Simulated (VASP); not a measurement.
A run of VASP 6.6.1 is set up as follows.

INCAR

```
  PREC = Accurate
  ENCUT = 500
  EDIFF = 1E-7
  ISMEAR = 0
  SIGMA = 0.2
  LREAL = F
  LASPH = T
  NELM = 120
  ALGO = Normal
  ISIF = 3
  LWAVE = F
  LCHARG = F
  GGA = PE
  IBRION = 2
  NSW = 36
  EDIFFG = -0.08
  GGA_COMPAT = F
  NELMIN = 4
```

Contents of KPOINTS:

```
Automatic mesh
0
Gamma
  4 4 4
```

File POSCAR:

```
Ta4H3
1.0
    4.1811096800      0.0000000000      0.0000000000
    0.0000000000      4.1811096800      0.0000000000
    0.0000000000      0.0000000000      4.1811096800
Ta H
4 3
Direct
    0.5000000000      0.5000000000      0.5000000000
    0.5000000000      0.0000000000      0.0000000000
    0.0000000000      0.5000000000      0.0000000000
    0.0000000000      0.0000000000      0.5000000000
    0.5000000000      0.5000000000      0.0000000000
    0.0000000000      0.5000000000      0.5000000000
    0.5000000000      0.0000000000      0.5000000000
```

Potentials or basis: VASP PAW PBE potentials, release 64 (Ta_pv, H).

Run with:

```console
$ cat potpaw_PBE.64/Ta_pv/POTCAR potpaw_PBE.64/H/POTCAR > POTCAR
$ mpirun -np 1 vasp_std > vasp.out
```

Question: Predict the relaxed volume.

Answer: 11.36 Å³/atom.

Question: Estimate the space group after relaxing (to 0.1 Å).

Answer: Pm-3m (No. 221).

Final structure:
```
CELL_PARAMETERS angstrom
4.30016 0.00000 0.00000
0.00000 4.30016 0.00000
0.00000 0.00000 4.30016
ATOMIC_POSITIONS crystal
Ta 0.50000 0.50000 0.50000
Ta 0.50000 0.00000 0.00000
Ta 0.00000 0.50000 0.00000
Ta 0.00000 0.00000 0.50000
H 0.50000 0.50000 0.00000
H 0.00000 0.50000 0.50000
H 0.50000 0.00000 0.50000
```

Caveat: the k points lie up to 0.37 Å⁻¹ apart in the final cell, too coarse for converged energies and pressures of a metal; the highest band is partly filled, so the run has too few bands; an odd number of electrons without spin polarisation forces a metal; a magnetic or distorted state may lie lower.
